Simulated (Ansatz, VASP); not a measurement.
## Two plane-wave programs on Cu2O

The input INCAR:

```
ALGO = Normal
EDIFF = 1E-6
ENCUT = 600
GGA = PE
GGA_COMPAT = F
ISIF = 2
ISMEAR = 0
LASPH = T
LCHARG = F
LREAL = F
LWAVE = F
NBANDS = 37
NELM = 120
PREC = Accurate
SIGMA = 0.02
```

File KPOINTS:

```
k-points
0
Gamma
  8 8 8
```

POSCAR

```
Cu2O
1.0
    4.2982410474      0.0000000000      0.0000000000
    0.0000000000      4.2982410474      0.0000000000
    0.0000000000      0.0000000000      4.3842058684
Cu O
4 2
Direct
    0.2500000000      0.2500000000      0.2500000000
    0.2500000000      0.7500000000      0.7500000000
    0.7500000000      0.7500000000      0.2500000000
    0.7500000000      0.2500000000      0.7500000000
    0.0000000000      0.0000000000      0.0000000000
    0.5000000000      0.5000000000      0.5000000000
```

Input for Ansatz:

```yaml
crystal:
  lattice:
    - [4.2982410474, 0.0, 0.0]
    - [0.0, 4.2982410474, 0.0]
    - [0.0, 0.0, 4.3842058684]
  atoms:
    - { symbol: Cu, position: [0.25, 0.25, 0.25] }
    - { symbol: Cu, position: [0.25, 0.75, 0.75] }
    - { symbol: Cu, position: [0.75, 0.75, 0.25] }
    - { symbol: Cu, position: [0.75, 0.25, 0.75] }
    - { symbol: O, position: [0.0, 0.0, 0.0] }
    - { symbol: O, position: [0.5, 0.5, 0.5] }
basis:
  ecutwfc: 420
kpoints:
  mp_grid: { grid: [8, 8, 8] }
  band_path: { path: [VBM, CBM], npoints: 2 }
hamiltonian:
  xc: pbe
scf:
  occupations: { method: gaussian, width: 0.02 }
output:
  forces: true
  stress: true
  eigenvalues: true
checkpoint:
  read: start.run
  write: ck
  compress: false
  write_wavefunctions: false
  write_every: 100000
```

Alike in both runs: task single point; functional PBE; k mesh 8 × 8 × 8; occupations gaussian, width 0.02 eV; no spin polarisation.

|  | VASP | Ansatz |
| --- | --- | --- |
| version | VASP 6.6.1 | Ansatz 0.2.0 |
| potentials or method | VASP PAW PBE potentials, release 64 (Cu, O), cutoff 600 eV | scalar-relativistic, plane waves, PAW |
| valence electrons in the cell | 56 | 88 |

|  | VASP | Ansatz | Ansatz less VASP |
| --- | --- | --- | --- |
| gap on the k mesh at the Fermi level (eV) | 0.42 | 0.42 | -0.004 |
| least direct gap on the mesh (eV) | 0.42 | 0.42 | -0.004 |
| pressure (GPa) | -1.5 | -2.1 | -0.58 |
| traceless stress, the component that is largest in VASP (GPa) | -0.26 | -0.28 | -0.026 |

The functional is the same, so the differences come from potentials, cutoffs and numerics. VASP's potentials hold 56 valence electrons a cell and Ansatz's 88, so a difference there can come from the potentials and not from the codes.
